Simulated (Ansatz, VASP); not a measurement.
## GaO3 in VASP and in Ansatz

The input INCAR:

```
SYSTEM = GaO3
ALGO = Normal
EDIFF = 1E-7
EDIFFG = -0.04
ENCUT = 600
GGA = PE
IBRION = 2
ISIF = 3
ISMEAR = 0
ISPIN = 2
LASPH = .TRUE.
LCHARG = .FALSE.
LORBIT = 11
LREAL = .FALSE.
LWAVE = .FALSE.
MAGMOM = 0 1.07 1.07 1.07
NELM = 150
NSW = 90
PREC = Accurate
SIGMA = 0.1
```

Contents of KPOINTS:

```
k-points
0
G
  6 6 4
  0 0 0
```

POSCAR

```
GaO3
1.0
    2.9477573785      0.0000000000      0.0000000000
   -1.4738786893      2.5528327740      0.0000000000
    0.0000000000      0.0000000000      6.8453667504
Ga O
1 3
Direct
    0.6666666667      0.3333333333      0.0000000000
    0.6666666667      0.3333333333      0.5000000000
    0.3333333333      0.6666666667      0.1587142971
    0.3333333333      0.6666666667      0.8412857029
```

Input for Ansatz:

```yaml
crystal:
  lattice:
    - [2.9477573785, 0.0, 0.0]
    - [-1.4738786893, 2.552832774, 0.0]
    - [0.0, 0.0, 6.8453667504]
  atoms:
    - { symbol: Ga, position: [0.6666666667, 0.3333333333, 0.0] }
    - { symbol: O, position: [0.6666666667, 0.3333333333, 0.5], spin: 1.07 }
    - { symbol: O, position: [0.3333333333, 0.6666666667, 0.1587142971], spin: 1.07 }
    - { symbol: O, position: [0.3333333333, 0.6666666667, 0.8412857029], spin: 1.07 }
basis:
  ecutwfc: 420
kpoints:
  mp_grid: { grid: [6, 6, 4] }
hamiltonian:
  xc: pbe
scf:
  occupations: { method: gaussian, width: 0.1 }
  lower_state_search: "off"
output:
  forces: true
  stress: true
  eigenvalues: true
  populations: true
magnetization:
  spin_polarized: true
relax:
  adjacent_minimum: "off"
  f_tol: 0.04
  max_steps: 70
  cell: { stress_tol: 0.4 }
```

Change from the starting cell: species swapped into the Tl3Bi type (P-6m2, No. 187).

Alike in both runs: task relaxation of cell and atoms; functional PBE; k mesh 6 × 6 × 4; occupations gaussian, width 0.1 eV; collinear spin.

|  | VASP | Ansatz |
| --- | --- | --- |
| version | VASP 6.6.1 | Ansatz 0.2.0 |
| potentials or method | VASP PAW PBE potentials, release 64 (Ga_d, O), cutoff 600 eV | scalar-relativistic, plane waves, PAW |
| valence electrons in the cell | 31 | 31 |

Ansatz gave:

| Property | Result |
| --- | --- |
| gap on the k mesh at the Fermi level, each at its own relaxed structure (eV) | none |
| net moment per atom (μB) | 0.75 |
| size of the moment on the site where the two differ most (μB) | 2.01 |
| relaxed volume (Å³/atom) | 12.84 |
| relaxed cell length with the largest relative difference (Å) | 2.945 |

Task: Estimate VASP's values.

Result: gap on the k mesh at the Fermi level, each at its own relaxed structure (eV): none; net moment per atom (μB): 0.75; size of the moment on the site where the two differ most (μB): 1.68; relaxed volume (Å³/atom): 12.91; relaxed cell length with the largest relative difference (Å): 2.950.

Site moments also hang on the region over which each program counts them. A gap of «none» marks a metal or a gap that the smearing closes.

The k mesh is coarse, so the values compare programs but aren't converged.
